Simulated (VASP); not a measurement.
# ZnS in VASP: further runs, part 2 of 2

VASP 6.6.1. The steps go on from the part before.

## 3. Single point, PBEsol

This run uses another cell than the first one, of 19.86 Å³/atom, 1.015 times its volume.

Input file INCAR:

```
SYSTEM = ZnS
PREC = Accurate
ENCUT = 520
EDIFF = 1E-6
ISMEAR = 1
SIGMA = 0.15
LREAL = .False.
LASPH = .True.
NELM = 100
ALGO = Normal
ISIF = 2
LWAVE = .False.
LCHARG = .True.
GGA = PS
LELF = .True.
LVHAR = .True.
NBANDS = 26
```

Input file KPOINTS:

```
Automatic mesh
0
Gamma
  3 4 4
  0 0 0
```

Input file POSCAR:

```
ZnS
1.0
    5.0537950000     -0.5049610000     -0.0781520000
    0.9523220000      3.9723810000     -0.2381580000
    0.1198910000     -0.1818520000      3.8714950000
Zn S
2 2
Direct
    0.3285331408      0.7322066849      0.9121895809
    0.8476987770      0.0171416066      0.8707144825
    0.9998970641      0.3970980244      0.3143524728
    0.4008602043      0.1835763278      0.4604092728
```

Potentials or basis: VASP PAW PBE potentials, release 64 (Zn, S).

On the command line:

```bash
$ cat potpaw_PBE.64/Zn/POTCAR potpaw_PBE.64/S/POTCAR > POTCAR
$ mpirun -np 1 vasp_std > vasp.out
```

OUTCAR:

```text
SYSTEM = ZnS
   PREC = Accurate
   ENCUT = 520
   EDIFF = 1E-6
   ISMEAR = 1
   LREAL = .False.
   LASPH = .True.
   NELM = 100
   ISIF = 2
   GGA = PS

 ion  position               nearest neighbor table
   1  0.329  0.732  0.912-   2 2.57   4 2.69   4 2.72   4 2.74   3 2.83   2 3.03
   2  0.848  0.017  0.871-   3 2.42   1 2.57   4 2.84   1 3.03
   3  1.000  0.397  0.314-   4 2.21   2 2.42   1 2.83
   4  0.401  0.184  0.460-   3 2.21   1 2.69   1 2.72   1 2.74   2 2.84

  LATTYP: Found a triclinic cell.
 ALAT       =     3.8776175078
 B/A-ratio  =     1.5222048957
 C/A-ratio  =     1.7881932964
 COS(alpha) =     0.0176618181
 COS(beta)  =     0.4876129695
 COS(gamma) =     0.7238001813

  Lattice vectors:

 A1 = (  -0.1198910000,   0.1818520000,  -3.8714950000)
 A2 = (   0.8324310000,   4.1542330000,  -4.1096530000)
 A3 = (   3.9815820000,  -4.2954900000,  -3.7114890000)

Analysis of symmetry for initial positions (statically):
=====================================================================
 Subroutine PRICEL returns:
 Original cell was already a primitive cell.

 Routine SETGRP: Setting up the symmetry group for a
 triclinic supercell.

 Subroutine GETGRP returns: Found  1 space group operations
 (whereof  1 operations were pure point group operations)
 out of a pool of  2 trial point group operations.

The static configuration has the point symmetry C_1 .

Analysis of symmetry for dynamics (positions and initial velocities):
=====================================================================
 Subroutine PRICEL returns:
 Original cell was already a primitive cell.

 Routine SETGRP: Setting up the symmetry group for a
 triclinic supercell.

 Subroutine GETGRP returns: Found  1 space group operations
 (whereof  1 operations were pure point group operations)
 out of a pool of  2 trial point group operations.

The dynamic configuration has the point symmetry C_1 .

 Subroutine INISYM returns: Found  1 space group operations
 (whereof  1 operations are pure point group operations),
 and found     1 'primitive' translations

----------------------------------------------------------------------------------------

                                     Primitive cell

  volume of cell :      79.4306

  direct lattice vectors                    reciprocal lattice vectors
     5.053795000 -0.504961000 -0.078152000     0.193070922 -0.046776202 -0.008176121
     0.952322000  3.972381000 -0.238158000     0.024791019  0.246442883  0.010808205
     0.119891000 -0.181852000  3.871495000     0.005422468  0.014215875  0.258797979

  length of vectors
     5.079560734  4.091875760  3.877617508     0.198824654  0.247922380  0.259244842

  position of ions in fractional coordinates (direct lattice)
     0.328533141  0.732206685  0.912189581
     0.847698777  0.017141607  0.870714482
     0.999897064  0.397098024  0.314352473
     0.400860204  0.183576328  0.460409273

  ion indices of the primitive-cell ions
   primitive index   ion index
                 1           1
                 2           2
                 3           3
                 4           4

----------------------------------------------------------------------------------------

 KPOINTS: Automatic mesh

Automatic generation of k-mesh.
 Grid dimensions read from file:
 generate k-points for:    3    4    4

 Generating k-lattice:

  Cartesian coordinates                     Fractional coordinates (reciprocal lattice)
     0.064356974 -0.015592067 -0.002725374     0.333333333  0.000000000 -0.000000000
     0.006197755  0.061610721  0.002702051    -0.000000000  0.250000000 -0.000000000
     0.001355617  0.003553969  0.064699495     0.000000000 -0.000000000  0.250000000

  Length of vectors
     0.066274885  0.061980595  0.064811210

  Shift w.r.t. Gamma in fractional coordinates (k-lattice)
     0.000000000  0.000000000  0.000000000

 Subroutine IBZKPT returns following result:
 ===========================================

 Found     26 irreducible k-points:

 Following reciprocal coordinates:
            Coordinates               Weight
  0.000000  0.000000  0.000000      1.000000
  0.333333 -0.000000  0.000000      2.000000
 -0.000000  0.250000  0.000000      2.000000
  0.333333  0.250000  0.000000      2.000000
 -0.333333  0.250000  0.000000      2.000000
 -0.000000  0.500000  0.000000      1.000000
[... 16 lines left out ...]
  0.333333  0.250000  0.500000      2.000000
 -0.333333  0.250000  0.500000      2.000000
 [... further k-points ...]
   k-points           NKPTS =     26   k-points in BZ     NKDIM =     26   number of bands    NBANDS=     26
   number of dos      NEDOS =    301   number of ions     NIONS =      4
   total plane-waves  NPLWV =  36000
   dimension x,y,z NGX =    40 NGY =   30 NGZ =   30
   dimension x,y,z NGXF=    80 NGYF=   60 NGZF=   60
   ions per type =               2   2
   NGX,Y,Z   is equivalent  to a cutoff of  13.09, 12.19, 12.86 a.u.
   NGXF,Y,Z  is equivalent  to a cutoff of  26.18, 24.38, 25.72 a.u.
 SYSTEM =  ZnS
   PREC   = accura    normal or accurate (medium, high low for compatibility)
   ISTART =      0    job   : 0-new  1-cont  2-samecut
   ICHARG =      2    charge: 1-file 2-atom 10-const
   ISPIN  =      1    spin polarized calculation?
   LNONCOLLINEAR =      F non collinear calculations
   LSORBIT =      F    spin-orbit coupling
   LASPH  =      T    aspherical Exc in radial PAW
   ENCUT  =  520.0 eV  38.22 Ry    6.18 a.u.   9.44  7.61  7.21*2*pi/ulx,y,z
   NELM   =    100;   NELMIN=  2; NELMDL= -5     # of ELM steps
   EDIFF  = 0.1E-05   stopping-criterion for ELM
   LREAL  =      F    real-space projection
   EDIFFG = 0.1E-04   stopping-criterion for IOM
   NSW    =      0    number of steps for IOM
   IBRION =     -1    ionic relax: 0-MD 1-quasi-New 2-CG
   NFREE  =      0    steps in history (QN), initial steepest desc. (CG)
   ISIF   =      2    stress and relaxation
   ISYM   =      2    0-nonsym 1-usesym 2-fastsym
   POTIM  = 0.5000    time-step for ionic-motion
   TEBEG  =    0.0;   TEEND  =   0.0 temperature during run
   PSTRESS=    0.0 pullay stress
   NELECT =      36.0000    total number of electrons
   NUPDOWN=      -1.0000    fix difference up-down
   EMIN   =  10.00;   EMAX   =-10.00  energy-range for DOS
   EFERMI =   0.00;   METHOD = LEGACY
   ISMEAR =     1;   SIGMA  =   0.15  broadening in eV -4-tet -1-fermi 0-gaus
   EFERMI_NEDOS =   21; number of points for ismear=-14 and -15
   IALGO  =     38    algorithm
   IMIX   =      4    mixing-type and parameters
     AMIX     =   0.40;   BMIX     =  1.00
     AMIX_MAG =   1.60;   BMIX_MAG =  1.00
  volume/ion in A,a.u.               =      19.86       134.01
  Fermi-wavevector in a.u.,A,eV,Ry     =   1.257515  2.376358 21.515475  1.581343
  Thomas-Fermi vector in A             =   2.391170
   LORBIT       =      0    0 simple, 1 ext, 2 COOP (PROOUT), +10 PAW based schemes
   GGA     = PS    functional components
   LHFCALC =     F    Hartree Fock is set to
   AEXX    =    0.0000 exact exchange contribution
   IVDW    =     0    specifies the selected vdW correction
   LEPSILON=     F    determine dielectric tensor
   LRPA    =     F    only Hartree local field effects (RPA)
 non-spin polarized calculation
 Methfessel and Paxton  Order N= 1 SIGMA  =   0.15
  energy-cutoff  :      520.00
  volume of cell :       79.43
 maximum number of plane-waves:      2152
 NGX is ok and might be reduce to    40
   NGX = 19   NGY = 15   NGZ = 15

 number of electron      36.0000021 magnetization

 Free energy of the ion-electron system (eV)
  ---------------------------------------------------
  ext. energy  EPLUGINS =         0.00000000
  ---------------------------------------------------
  free energy    TOTEN  =       -11.27640152 eV

  energy without entropy =      -11.27496308  energy(sigma->0) =      -11.27592204

 E-fermi :   3.2282     XC(G=0): -10.1086

 val. band max:        3.1861912074   @ k =   0.0000   0.2500   0.5000
 cond. band min:       3.2751418972   @ k =   0.0000   0.5000   0.5000
 fundamental gap:      0.0889506897
 Fermi energy:         3.2281649001

 k-point     1 :       0.0000    0.0000    0.0000
  band No.  band energies     occupation
      1     -11.9668      2.00000
      2      -8.2926      2.00000
      3      -4.0574      2.00000
      4      -3.8859      2.00000
      5      -3.8251      2.00000
      6      -3.7661      2.00000
[... 18 lines left out ...]
     25      10.0775      0.00000
     26      10.5272      0.00000
[... 644 lines left out ...]
      4      -4.0085      2.00000
      5      -3.9075      2.00000
      6      -3.8410      2.00000
[... 18 lines left out ...]
     25      10.4613      0.00000
     26      10.8676      0.00000

 [... further k-points ...]
[... 5 lines left out ...]
  --------------------------------------------------------------------------------------
  -------------------------------------------------------------------------------------
  Total       -2.6529006     -3.1598372     -3.0067660     -0.7096761      0.0391276     -0.2100420
  in kB      -53.5110646    -63.7363699    -60.6488038    -14.3147173      0.7892350     -4.2367099
  external PRESSURE =     -59.2987461 kB  Pullay stress =       0.0000000 kB

 VOLUME and BASIS-vectors are now :
 -----------------------------------------------------------------------------
  energy-cutoff  :      520.00
  volume of cell :       79.43
      direct lattice vectors                 reciprocal lattice vectors
     5.053795000 -0.504961000 -0.078152000     0.193070922 -0.046776202 -0.008176121
     0.952322000  3.972381000 -0.238158000     0.024791019  0.246442883  0.010808205
     0.119891000 -0.181852000  3.871495000     0.005422468  0.014215875  0.258797979

 POSITION                                       TOTAL-FORCE (eV/Angst)
 -----------------------------------------------------------------------------------
      2.46700      2.57682      3.33148         0.177392     -0.142097     -0.104461
      4.40481     -0.51830      3.30063        -0.153663      0.161589     -0.230476
      5.46913      1.01535      1.04430         0.168170     -0.103554      0.264923
      2.25589      0.44309      1.70742        -0.191898      0.084063      0.070014
 -----------------------------------------------------------------------------------
    total drift:                                0.000006     -0.000215      0.000101

  FREE ENERGIE OF THE ION-ELECTRON SYSTEM (eV)
  ---------------------------------------------------
  free  energy   TOTEN  =       -11.2764015220 eV

  energy  without entropy=      -11.2749630770  energy(sigma->0) =      -11.27592204
```

stdout:

```text
POSCAR found type information on POSCAR ZnS
 POSCAR found :  2 types and       4 ions
 scaLAPACK will be used
 -----------------------------------------------------------------------------
|                                                                             |
|                                                                             |
|     You enforced a specific xc type in the INCAR file but a different       |
|     I HOPE YOU KNOW WHAT YOU ARE DOING!                                     |
|                                                                             |
 -----------------------------------------------------------------------------

 LDA part: xc-table for (Slater+PW92), standard interpolation
 POSCAR, INCAR and KPOINTS ok, starting setup
 FFT: planning ... GRIDC
 FFT: planning ... GRID_SOFT
 FFT: planning ... GRID
 WAVECAR not read
 entering main loop
```

Wall time 23 s (1 thread of Intel Xeon Platinum 8488C (Sapphire Rapids), shared host); peak memory 0.19 GiB.

What came out:

- Free energy: -11.2764 eV
- Pressure: -5.9 GPa
- Largest force: 0.330 eV/Å
- Band gap on the k mesh: zero (band 18 reaches 3.77 eV, above the bottom of band 19 at 2.54 eV)

Forces in eV/Å, atoms in the order of the input:
```
Zn   0.177 -0.142 -0.104
Zn  -0.154  0.162 -0.230
S    0.168 -0.104  0.265
S   -0.192  0.084  0.070
```

Caveat: the k points lie up to 0.42 Å⁻¹ apart; the PAW data sets were made with another functional, which shifts forces and pressure a little.

## 4. Single point, PBEsol

This run uses another cell than the first one, of 20.11 Å³/atom, 1.028 times its volume.

Input file INCAR:

```
  ALGO = Normal
  EDIFF = 1E-6
  ENCUT = 520
  GGA = PS
  ISIF = 2
  ISMEAR = 1
  LASPH = True
  LCHARG = False
  LREAL = False
  LWAVE = False
  NBANDS = 26
  NELM = 80
  PREC = Accurate
  SIGMA = 0.15
```

Input file KPOINTS:

```
k-points
0
Gamma
  3 4 4
```

Input file POSCAR:

```
ZnS
1.0
    5.0753480000     -0.5071140000     -0.0784860000
    0.9563840000      3.9893220000     -0.2391730000
    0.1204020000     -0.1826270000      3.8880060000
Zn S
2 2
Direct
    0.3419269558      0.7239939781      0.9184685648
    0.8351651131      0.0240486571      0.8715026568
    0.9674379039      0.4405295133      0.3618510611
    0.4355627440      0.1943272431      0.4305495946
```

On the command line:

```bash
$ cat potpaw_PBE.64/Zn/POTCAR potpaw_PBE.64/S/POTCAR > POTCAR
$ mpirun -np 1 vasp_std > vasp.out
```

Wall time 25 s (1 thread of Intel Xeon Platinum 8488C (Sapphire Rapids), shared host); peak memory 0.2 GiB.

Results (log left out):

| Property | Result |
| --- | --- |
| Free energy | -11.0013 eV |
| Pressure | -9.5 GPa |
| Largest force | 0.832 eV/Å |
| Band gap on the k mesh | zero (band 18 reaches 3.36 eV, above the bottom of band 19 at 2.19 eV) |

Forces on the atoms (eV/Å):
```
Zn  -0.159 -0.050 -0.010
Zn   0.253  0.257 -0.067
S    0.382 -0.704 -0.222
S   -0.477  0.497  0.300
```

Stress tensor (GPa, compression positive):
```
 -8.71   0.39  -1.19
  0.39 -10.52  -1.58
 -1.19  -1.58  -9.25
```

Levels at points of the mesh, in eV from the Fermi level:
```tsv
k point	band 16	band 17	band 18	band 19	band 20	band 21
(0.00, 0.00, 0.00)	-2.60	-1.94	-0.89	0.65	1.88	2.91
(0.00, 0.50, 0.00)	-2.28	-1.31	-0.82	1.42	1.88	3.93
(0.00, 0.00, 0.50)	-1.95	-1.90	-0.02	1.26	1.70	2.91
(0.00, 0.50, 0.50)	-4.02	-2.38	-1.64	0.02	1.08	2.71
```

Caveat: the k points lie up to 0.41 Å⁻¹ apart; the PAW data sets were made with another functional, which shifts forces and pressure a little.

## 5. The runs side by side

| cell | gap on the mesh (eV) | pressure (GPa) | largest force (eV/Å) |
| --- | --- | --- | --- |
| a = 5.055, b = 4.072, c = 3.859 Å, angles 95.5, 88.9, 82.2°, 4 atoms | none | 0.2 | 1.74 |
| a = 5.080, b = 4.092, c = 3.878 Å, angles 95.5, 88.9, 82.2°, 4 atoms | none | -5.9 | 0.33 |
| a = 5.101, b = 4.109, c = 3.894 Å, angles 95.5, 88.9, 82.2°, 4 atoms | none | -9.5 | 0.83 |

Alike in all rows: task single point; level PBEsol; potentials or basis VASP PAW PBE potentials, release 64 (Zn, S); no spin polarisation; k mesh 3 × 4 × 4; cutoff (eV) 520; smearing methfessel-paxton 0.15 eV.

Caveats: all runs use coarse meshes; the PAW data sets were made with another functional, which shifts forces and pressure a little.

Absolute energies hang on the potentials; compare differences alone.
